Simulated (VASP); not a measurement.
Re, 1 atom in the cell. The structure is tetragonal, space group I4/mmm (No. 139). Conventional cell: a = 2.793 Å, b = 2.793 Å, c = 3.990 Å, α = 90.00°, β = 90.00°, γ = 90.00°. Re (site symmetry 4/mmm) has 12 Re at 2.79 to 2.81 Å within 3.7 Å.  This cell differs from its parent crystal: zz strain of +1 %.

```yaml
Program: VASP 6.6.1
Task: single point
Functional: PBE
Potentials_or_basis: VASP PAW PBE potentials, release 64 (Re)
Cutoff: 520 eV
k_mesh: 14 × 14 × 14
Occupations: fermi-dirac, width 0.03 eV
Spin: no spin polarisation
Dipole_correction: no
Further_INCAR_settings: ALGO = Normal; EDIFF = 1e-07; NBANDS = 10
```

Potentials or basis: VASP PAW PBE potentials, release 64 (Re).

Launch:

```bash
$ cat potpaw_PBE.64/Re/POTCAR > POTCAR
$ mpirun -np 1 vasp_std > vasp.out
```

Hardware: 1 thread of AMD EPYC 7R43 64-Core Processor (Zen 3), on a shared host.

**Question.** How long does it take, and how much memory?

**Answer.** It took 42 s on 1 thread of AMD EPYC 7R43 64-Core Processor (Zen 3) (shared host), peak memory 0.14 GiB. Counts: scf iterations 13, k points 244.
